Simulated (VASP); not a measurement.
Set up this calculation in VASP 6.6.1, as the native input.

* Task: single point
* Functional: PBEsol
* Potentials or basis: VASP PAW PBE potentials, release 64 (Zn, S)
* Cutoff: 520 eV
* k mesh: 10 × 10 × 10
* Occupations: gaussian, width 0.02 eV
* Spin: no spin polarisation
* Dipole correction: no
* Further INCAR settings: ALGO = Normal; EDIFF = 1e-06; NBANDS = 16

The structure of ZnS lies in POSCAR:

```
ZnS
1.0
    0.0000000000      2.6777701606      2.6777701606
    2.6777701606      0.0000000000      2.6777701606
    2.6777701606      2.6777701606      0.0000000000
Zn S
1 1
Direct
    0.2500000000      0.2500000000      0.2500000000
    0.0000000000      0.0000000000      0.0000000000
```

The input as run:

INCAR

```
PREC = Accurate
ENCUT = 520
EDIFF = 1E-6
ISMEAR = 0
SIGMA = 0.02
LREAL = False
LASPH = True
NELM = 100
ALGO = Normal
ISIF = 2
LWAVE = False
LCHARG = False
GGA = PS
NBANDS = 16
```

KPOINTS

```
Automatic mesh
0
Gamma
  10 10 10
```

Potentials or basis: VASP PAW PBE potentials, release 64 (Zn, S).

Run with:

```bash
$ cat potpaw_PBE.64/Zn/POTCAR potpaw_PBE.64/S/POTCAR > POTCAR
$ mpirun -np 1 vasp_std > vasp.out
```

Results of the run:

| Property | Result |
| --- | --- |
| Pressure | 0.2 GPa |
| Band gap on the k mesh | 2.10 eV, direct |

Caveat: the PAW data sets were made with another functional, which shifts forces and pressure a little.

Run time: 21 s on 1 thread of Intel Xeon 6975P-C, with other jobs on the host, peak memory 0.17 GiB.
